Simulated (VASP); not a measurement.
# Sb (Pm-3m) in VASP: notebook, part 2 of 2

VASP 6.6.1. Earlier steps stand in the parts before.

## 4. Relaxation of cell and atoms, BLYP+D3(BJ)

The input, INCAR:

```
SYSTEM = Sb
PREC = Accurate
ENCUT = 600
EDIFF = 1E-6
ISMEAR = -1
SIGMA = 0.05
LREAL = .False.
LASPH = .True.
NELM = 60
ALGO = Normal
ISIF = 3
LWAVE = .False.
LCHARG = .False.
GGA = B5
ALDAX = 1.0
AGGAX = 1.0
AGGAC = 1.0
ALDAC = 0.0
IVDW = 12
VDW_S6 = 1.0
VDW_S8 = 2.6996
VDW_A1 = 0.4298
VDW_A2 = 4.2359
IBRION = 2
NSW = 60
EDIFFG = -0.01
```

The input, KPOINTS:

```
Automatic mesh
0
Gamma
  8 8 8
  0 0 0
```

The input, POSCAR:

```
Sb
1.0
    3.1600000000      0.0000000000      0.0000000000
    0.0000000000      3.1600000000      0.0000000000
    0.0000000000      0.0000000000      3.1600000000
Sb
1
Direct
    0.0000000000      0.0000000000      0.0000000000
```

Potentials or basis: VASP PAW PBE potentials, release 64 (Sb).

Run with:

```console
cat potpaw_PBE.64/Sb/POTCAR > POTCAR
mpirun -np 1 vasp_std > vasp.out
```

OUTCAR:

```text
SYSTEM = Sb
   PREC = Accurate
   ENCUT = 600
   EDIFF = 1E-6
   ISMEAR = -1
   LREAL = .False.
   LASPH = .True.
   NELM = 60
   ISIF = 3
   GGA = B5
   IVDW = 12
   IBRION = 2
   NSW = 60
   EDIFFG = -0.01
 IVDW          = 12

 ion  position               nearest neighbor table
   1  0.000  0.000  0.000-

  LATTYP: Found a simple cubic cell.
 ALAT       =     3.1600000000

  Lattice vectors:

 A1 = (   3.1600000000,   0.0000000000,   0.0000000000)
 A2 = (   0.0000000000,   3.1600000000,   0.0000000000)
 A3 = (   0.0000000000,   0.0000000000,   3.1600000000)

Analysis of symmetry for initial positions (statically):
=====================================================================
 Subroutine PRICEL returns:
 Original cell was already a primitive cell.

 Routine SETGRP: Setting up the symmetry group for a
 simple cubic supercell.

 Subroutine GETGRP returns: Found 48 space group operations
 (whereof 48 operations were pure point group operations)
 out of a pool of 48 trial point group operations.

The static configuration has the point symmetry O_h .

Analysis of symmetry for dynamics (positions and initial velocities):
=====================================================================
 Subroutine PRICEL returns:
 Original cell was already a primitive cell.

 Routine SETGRP: Setting up the symmetry group for a
 simple cubic supercell.

 Subroutine GETGRP returns: Found 48 space group operations
 (whereof 48 operations were pure point group operations)
 out of a pool of 48 trial point group operations.

The dynamic configuration has the point symmetry O_h .

 Subroutine INISYM returns: Found 48 space group operations
 (whereof 48 operations are pure point group operations),
 and found     1 'primitive' translations

----------------------------------------------------------------------------------------

                                     Primitive cell

  volume of cell :      31.5545

  direct lattice vectors                    reciprocal lattice vectors
     3.160000000  0.000000000  0.000000000     0.316455696  0.000000000  0.000000000
[... 93 lines left out ...]
   TEBEG  =    0.0;   TEEND  =   0.0 temperature during run
   PSTRESS=    0.0 pullay stress
   NELECT =       5.0000    total number of electrons
   NUPDOWN=      -1.0000    fix difference up-down
   EMIN   =  10.00;   EMAX   =-10.00  energy-range for DOS
   EFERMI =   0.00;   METHOD = LEGACY
   ISMEAR =    -1;   SIGMA  =   0.05  broadening in eV -4-tet -1-fermi 0-gaus
   EFERMI_NEDOS =   21; number of points for ismear=-14 and -15
   IALGO  =     38    algorithm
   IMIX   =      4    mixing-type and parameters
     AMIX     =   0.40;   BMIX     =  1.00
     AMIX_MAG =   1.60;   BMIX_MAG =  1.00
  volume/ion in A,a.u.               =      31.55       212.94
  Fermi-wavevector in a.u.,A,eV,Ry     =   0.885886  1.674081 10.677766  0.784794
  Thomas-Fermi vector in A             =   2.006979
   LORBIT       =      0    0 simple, 1 ext, 2 COOP (PROOUT), +10 PAW based schemes
   GGA     = B5    functional components
   LHFCALC =     F    Hartree Fock is set to
   AEXX    =    0.0000 exact exchange contribution
   IVDW    =    12    specifies the selected vdW correction
   LEPSILON=     F    determine dielectric tensor
   LRPA    =     F    only Hartree local field effects (RPA)
 conjugate gradient relaxation of ions
 non-spin polarized calculation
  energy-cutoff  :      600.00
  volume of cell :       31.55
 maximum number of plane-waves:      1074
 NGX is ok and might be reduce to    28
   NGX = 13   NGY = 13   NGZ = 13

--------------------------------------- Ionic step        1  -------------------------------------------

 number of electron       5.0000000 magnetization

 Free energy of the ion-electron system (eV)
  ---------------------------------------------------
  ext. energy  EPLUGINS =         0.00000000
  ---------------------------------------------------
  free energy    TOTEN  =        -3.31665482 eV

  energy without entropy =       -3.30936348  energy(sigma->0) =       -3.31300915

------------------------ aborting loop because EDIFF is reached ----------------------------------------

 Edisp (eV)   -1.06077

 E8    (eV) :    -0.8040
[... 69 lines left out ...]
--------------------------------------- Ionic step        3  -------------------------------------------

 number of electron       4.9999999 magnetization

 Free energy of the ion-electron system (eV)
  ---------------------------------------------------
  ext. energy  EPLUGINS =         0.00000000
  ---------------------------------------------------
  free energy    TOTEN  =        -3.26058874 eV

  energy without entropy =       -3.25337537  energy(sigma->0) =       -3.25698206

 E-fermi :   7.7731     XC(G=0):  -9.0228

 val. band max:        7.7641738377   @ k =   0.3750   0.2500   0.1250
 cond. band min:       8.0166421365   @ k =   0.3750   0.2500   0.2500
 fundamental gap:      0.2524682988
 Fermi energy:         7.7731353396

 k-point     1 :       0.0000    0.0000    0.0000
  band No.  band energies     occupation
      1      -4.6997      2.00000
      2      11.0799      0.00000
      3      11.0799      0.00000
      4      11.0799      0.00000
      5      14.9473      0.00000
      6      14.9473      0.00000
[... 199 lines left out ...]
 k-point    24 :       0.5000    0.3750    0.1250
  band No.  band energies     occupation
      1      -0.1185      2.00000
      2       4.0276      2.00000
      3       5.6686      2.00000
      4      11.3734      0.00000
      5      12.8088      0.00000
      6      17.7688      0.00000

 [... further k-points ...]

------------------------ aborting loop because EDIFF is reached ----------------------------------------

 Edisp (eV)   -1.14555

 E8    (eV) :    -0.8684
[... 24 lines left out ...]
  FREE ENERGIE OF THE ION-ELECTRON SYSTEM (eV)
  ---------------------------------------------------
  free  energy   TOTEN  =        -4.4061357216 eV

  energy  without entropy=       -4.3989223579  energy(sigma->0) =       -4.40252904

 reached required accuracy - stopping structural energy minimisation
```

OSZICAR:

```text
N       E                     dE             d eps       ncg     rms          rms(c)
DAV:   1     0.104195225841E+02    0.10420E+02   -0.19310E+03   426   0.634E+02
DAV:   2    -0.301294806695E+01   -0.13432E+02   -0.12983E+02   612   0.778E+01
DAV:   3    -0.330716085305E+01   -0.29421E+00   -0.28461E+00   510   0.123E+01
[... 19 lines left out ...]
DAV:   2    -0.326393710925E+01    0.60582E-02   -0.55182E-03   432   0.604E-01    0.261E-01
DAV:   3    -0.326060506256E+01    0.33320E-02   -0.68647E-03   426   0.462E-01    0.789E-02
DAV:   4    -0.326060283474E+01    0.22278E-05   -0.75776E-05   474   0.834E-02    0.725E-02
DAV:   5    -0.326058876342E+01    0.14071E-04   -0.98171E-06   438   0.274E-02    0.305E-02
DAV:   6    -0.326058873692E+01    0.26498E-07   -0.26426E-07   270   0.534E-03
   3 F= -.44061357E+01 E0= -.44025290E+01  d E =-.287141E-01
```

CONTCAR:

```text
Sb
   1.00000000000000
     3.0838824932605107   -0.0000000000000000    0.0000000000000000
     0.0000000000000000    3.0838824932605107   -0.0000000000000000
     0.0000000000000000    0.0000000000000000    3.0838824932605107
  Sb
     1
Direct
     0.0000000000000000    0.0000000000000000    0.0000000000000000

  0.00000000E+00  0.00000000E+00  0.00000000E+00
```

Run time: 17 s. Hardware: 1 thread of Intel Xeon 6975P-C (Granite Rapids), shared host; peak memory 0.17 GiB.

What came out:

```
Free energy                            : -4.4061 eV
Relaxed volume                         : 29.33 Å³/atom
Relaxed cell                           : a = 3.084 Å, b = 3.084 Å, c = 3.084 Å, α = 90.00°, β = 90.00°, γ = 90.00°
Space group after relaxing (to 0.05 Å) : Pm-3m (No. 221)
Energy gained by relaxing              : 28.7 meV/atom
Ionic steps                            : 3
Pressure after relaxing                : 0.0 GPa
Dispersion energy per atom             : -1.146 eV
```

The path:
| step | energy change (eV) | largest force (eV/Å) | pressure (GPa) | volume (Å³) |
| --- | --- | --- | --- | --- |
| 1 | 0.0000 | 0.0000 | -3.85 | 31.55 |
| 2 | -0.0200 | 0.0000 | 2.63 | 28.22 |
| 3 | -0.0287 | 0.0000 | 0.00 | 29.33 |

Final structure:
```cif
data_structure
_symmetry_space_group_name_H-M 'P 1'
_symmetry_Int_Tables_number 1
_cell_length_a 3.0839
_cell_length_b 3.0839
_cell_length_c 3.0839
_cell_angle_alpha 90.000
_cell_angle_beta 90.000
_cell_angle_gamma 90.000
_cell_volume 29.33
loop_
_atom_site_label
_atom_site_type_symbol
_atom_site_fract_x
_atom_site_fract_y
_atom_site_fract_z
_atom_site_occupancy
Sb1 Sb 0.00000 0.00000 0.00000 1
```

Levels at points of the mesh, in eV from the Fermi level:
```tsv
k point	band 1	band 2	band 3	band 4	band 5	band 6
(0.00, 0.00, 0.00)	-12.47	3.31	3.31	3.31	7.17	7.17
(0.50, 0.00, 0.00)	-10.04	-5.54	5.31	5.31	9.21	11.04
(0.50, 0.50, 0.00)	-7.45	-3.53	-3.53	2.52	7.37	13.11
(0.50, 0.50, 0.50)	-4.53	-1.64	-1.64	-1.64	5.11	5.11
```

Caveat: the PAW data sets were made with another functional, which shifts forces and pressure a little; spin-orbit coupling is left out, which moves the levels of the heavy elements; pairwise dispersion overbinds metals, which lowers pressure and volume.

## 5. Relaxation of cell and atoms, BLYP+D4

The input, INCAR:

```
SYSTEM = Sb
PREC = Accurate
ENCUT = 600
EDIFF = 1E-7
ISMEAR = -1
SIGMA = 0.05
LREAL = .FALSE.
LASPH = .TRUE.
NELM = 60
ALGO = Normal
ISIF = 3
LWAVE = .FALSE.
LCHARG = .FALSE.
GGA = B5
ALDAX = 1.0
AGGAX = 1.0
AGGAC = 1.0
ALDAC = 0.0
IVDW = 13
VDW_S6 = 1.0
VDW_S8 = 2.34076671
VDW_A1 = 0.44488865
VDW_A2 = 4.0933009
IBRION = 2
NSW = 60
EDIFFG = -0.01
```

The input, KPOINTS:

```
Automatic mesh
0
G
  8 8 8
  0 0 0
```

POSCAR is that of step 4.

Potentials or basis: VASP PAW PBE potentials, release 64 (Sb).

Run with:

```console
cat potpaw_PBE.64/Sb/POTCAR > POTCAR
mpirun -np 1 vasp_std > vasp.out
```

OUTCAR:

```text
SYSTEM = Sb
   PREC = Accurate
   ENCUT = 600
   EDIFF = 1E-7
   ISMEAR = -1
   LREAL = .FALSE.
   LASPH = .TRUE.
   NELM = 60
   ISIF = 3
   GGA = B5
   IVDW = 13
   IBRION = 2
   NSW = 60
   EDIFFG = -0.01

 ion  position               nearest neighbor table
   1  0.000  0.000  0.000-

  LATTYP: Found a simple cubic cell.
 ALAT       =     3.1600000000

  Lattice vectors:

 A1 = (   3.1600000000,   0.0000000000,   0.0000000000)
 A2 = (   0.0000000000,   3.1600000000,   0.0000000000)
 A3 = (   0.0000000000,   0.0000000000,   3.1600000000)

Analysis of symmetry for initial positions (statically):
=====================================================================
 Subroutine PRICEL returns:
 Original cell was already a primitive cell.

 Routine SETGRP: Setting up the symmetry group for a
 simple cubic supercell.

 Subroutine GETGRP returns: Found 48 space group operations
 (whereof 48 operations were pure point group operations)
 out of a pool of 48 trial point group operations.

The static configuration has the point symmetry O_h .

Analysis of symmetry for dynamics (positions and initial velocities):
=====================================================================
 Subroutine PRICEL returns:
 Original cell was already a primitive cell.

 Routine SETGRP: Setting up the symmetry group for a
 simple cubic supercell.
[... 140 lines left out ...]
   NGX = 13   NGY = 13   NGZ = 13

--------------------------------------- Ionic step        1  -------------------------------------------

 number of electron       5.0000000 magnetization

 Free energy of the ion-electron system (eV)
  ---------------------------------------------------
  ext. energy  EPLUGINS =         0.00000000
  ---------------------------------------------------
  free energy    TOTEN  =        -3.31665479 eV

  energy without entropy =       -3.30936345  energy(sigma->0) =       -3.31300912

------------------------ aborting loop because EDIFF is reached ----------------------------------------

  DFT-D4 for vdW energy calculation

  Edisp (eV):   -0.92393
[... 69 lines left out ...]
--------------------------------------- Ionic step        3  -------------------------------------------

 number of electron       5.0000000 magnetization

 Free energy of the ion-electron system (eV)
  ---------------------------------------------------
  ext. energy  EPLUGINS =         0.00000000
  ---------------------------------------------------
  free energy    TOTEN  =        -3.27935605 eV

  energy without entropy =       -3.27215491  energy(sigma->0) =       -3.27575548

 E-fermi :   7.5519     XC(G=0):  -8.9511

 val. band max:        7.5430344560   @ k =   0.3750   0.2500   0.1250
 cond. band min:       7.7933347394   @ k =   0.5000   0.2500   0.0000
 fundamental gap:      0.2503002834
 Fermi energy:         7.5519273601

 k-point     1 :       0.0000    0.0000    0.0000
  band No.  band energies     occupation
      1      -4.7886      2.00000
      2      10.8130      0.00000
      3      10.8130      0.00000
      4      10.8130      0.00000
      5      14.7081      0.00000
      6      14.7081      0.00000
[... 199 lines left out ...]
 k-point    24 :       0.5000    0.3750    0.1250
  band No.  band energies     occupation
      1      -0.3205      2.00000
      2       3.8894      2.00000
      3       5.4834      2.00000
      4      11.1982      0.00000
      5      12.4739      0.00000
      6      17.5179      0.00000

 [... further k-points ...]

------------------------ aborting loop because EDIFF is reached ----------------------------------------

  DFT-D4 for vdW energy calculation

  Edisp (eV):   -0.97774
[... 24 lines left out ...]
  FREE ENERGIE OF THE ION-ELECTRON SYSTEM (eV)
  ---------------------------------------------------
  free  energy   TOTEN  =        -4.2570941106 eV

  energy  without entropy=       -4.2498929744  energy(sigma->0) =       -4.25349354

 reached required accuracy - stopping structural energy minimisation
```

It took 17 s on 1 thread of Intel Xeon 6975P-C (Granite Rapids), shared host; peak memory 0.16 GiB.

Results:

* Free energy: -4.2571 eV
* Relaxed volume: 29.84 Å³/atom
* Relaxed cell: a = 3.102 Å, b = 3.102 Å, c = 3.102 Å, α = 90.00°, β = 90.00°, γ = 90.00°
* Space group after relaxing (to 0.05 Å): Pm-3m (No. 221)
* Energy gained by relaxing: 16.5 meV/atom
* Ionic steps: 3
* Pressure after relaxing: 0.0 GPa
* Dispersion energy per atom: -0.978 eV

The path:
```
step  energy change (eV)  largest force (eV/Å)  pressure (GPa)  volume (Å³)
   1              0.0000                0.0000           -2.92        31.55
   2             -0.0119                0.0000            1.83        29.00
   3             -0.0165                0.0000            0.00        29.84
```

Final structure:
```yaml
crystal:
  lattice:
    - [3.10167, 0.00000, 0.00000]
    - [0.00000, 3.10167, 0.00000]
    - [0.00000, 0.00000, 3.10167]
  atoms:
    - { symbol: Sb, position: [0.00000, 0.00000, 0.00000] }
```

Levels at points of the mesh, in eV from the Fermi level:
```
           k point  band 1  band 2  band 3  band 4  band 5  band 6
(0.00, 0.00, 0.00)  -12.34    3.26    3.26    3.26    7.16    7.16
(0.50, 0.00, 0.00)   -9.97   -5.42    5.21    5.21    9.16   11.00
(0.50, 0.50, 0.00)   -7.45   -3.46   -3.46    2.58    7.20   12.97
(0.50, 0.50, 0.50)   -4.63   -1.60   -1.60   -1.60    5.14    5.14
```

Caveat: the PAW data sets were made with another functional, which shifts forces and pressure a little; spin-orbit coupling is left out, which moves the levels of the heavy elements; pairwise dispersion overbinds metals, which lowers pressure and volume.

## 6. Relaxation of cell and atoms, revPBE

The input, INCAR:

```
SYSTEM = Sb
PREC = Accurate
ENCUT = 600
EDIFF = 1E-6
ISMEAR = -1
SIGMA = 0.05
LREAL = .FALSE.
LASPH = .TRUE.
NELM = 80
ALGO = Normal
ISIF = 3
LWAVE = .FALSE.
LCHARG = .FALSE.
GGA = RE
IBRION = 2
NSW = 60
EDIFFG = -0.01
```

The input, KPOINTS:

```
regular mesh
0
G
  8 8 8
  0 0 0
```

POSCAR is that of step 5.

Potentials or basis: VASP PAW PBE potentials, release 64 (Sb).

Run with:

```console
cat potpaw_PBE.64/Sb/POTCAR > POTCAR
mpirun -np 1 vasp_std > vasp.out
```

Wall time 22 s (1 thread of AMD EPYC 7R43 (Zen 3), shared host); peak memory 0.13 GiB.

It converged, with:

```
Free energy                            : -3.7604 eV
Relaxed volume                         : 30.67 Å³/atom
Relaxed cell                           : a = 3.130 Å, b = 3.130 Å, c = 3.130 Å, α = 90.00°, β = 90.00°, γ = 90.00°
Space group after relaxing (to 0.05 Å) : Pm-3m (No. 221)
Energy gained by relaxing              : 4.1 meV/atom
Ionic steps                            : 3
Pressure after relaxing                : 0.0 GPa
```

Step by step:
```
step  energy change (eV)  largest force (eV/Å)  pressure (GPa)  volume (Å³)
   1              0.0000                0.0000           -1.45        31.55
   2             -0.0032                0.0000            0.75        30.27
   3             -0.0041                0.0000            0.01        30.67
```

Final structure:
```cif
data_structure
_symmetry_space_group_name_H-M 'P 1'
_symmetry_Int_Tables_number 1
_cell_length_a 3.1301
_cell_length_b 3.1301
_cell_length_c 3.1301
_cell_angle_alpha 90.000
_cell_angle_beta 90.000
_cell_angle_gamma 90.000
_cell_volume 30.67
loop_
_atom_site_label
_atom_site_type_symbol
_atom_site_fract_x
_atom_site_fract_y
_atom_site_fract_z
_atom_site_occupancy
Sb1 Sb 0.00000 0.00000 0.00000 1
```

Levels at points of the mesh, in eV from the Fermi level:
```
           k point  band 1  band 2  band 3  band 4  band 5  band 6
(0.00, 0.00, 0.00)  -12.12    3.25    3.25    3.25    6.91    6.91
(0.50, 0.00, 0.00)   -9.80   -5.34    5.18    5.18    8.93   10.60
(0.50, 0.50, 0.00)   -7.34   -3.37   -3.37    2.34    7.12   12.64
(0.50, 0.50, 0.50)   -4.61   -1.52   -1.52   -1.52    4.91    4.91
```

Caveat: the PAW data sets were made with another functional, which shifts forces and pressure a little; spin-orbit coupling is left out, which moves the levels of the heavy elements.

## 7. Overview

| level | gap on the mesh (eV) | pressure (GPa) | relaxed volume (Å³/atom) |
| --- | --- | --- | --- |
| revPBE+D3(BJ) | none | 0.0 | 28.21 |
| revPBE+D4 | none | 0.0 | 28.49 |
| BLYP+D3(BJ) | none | 0.0 | 29.33 |
| BLYP+D4 | none | 0.0 | 29.84 |
| revPBE | none | 0.0 | 30.67 |

Alike in all rows: task relaxation of cell and atoms; potentials or basis VASP PAW PBE potentials, release 64 (Sb); no spin polarisation; cell relaxed; k mesh 8 × 8 × 8; cutoff (eV) 600; smearing fermi-dirac 0.05 eV.

Caveats: the PAW data sets were made with another functional, which shifts forces and pressure a little; spin-orbit coupling is left out, which moves the levels of the heavy elements; pairwise dispersion overbinds metals, which lowers pressure and volume (some runs); the volume moved by -11 % from the deposited cell, more than functionals usually miss (some runs).

Absolute energies hang on the potentials; compare differences alone.
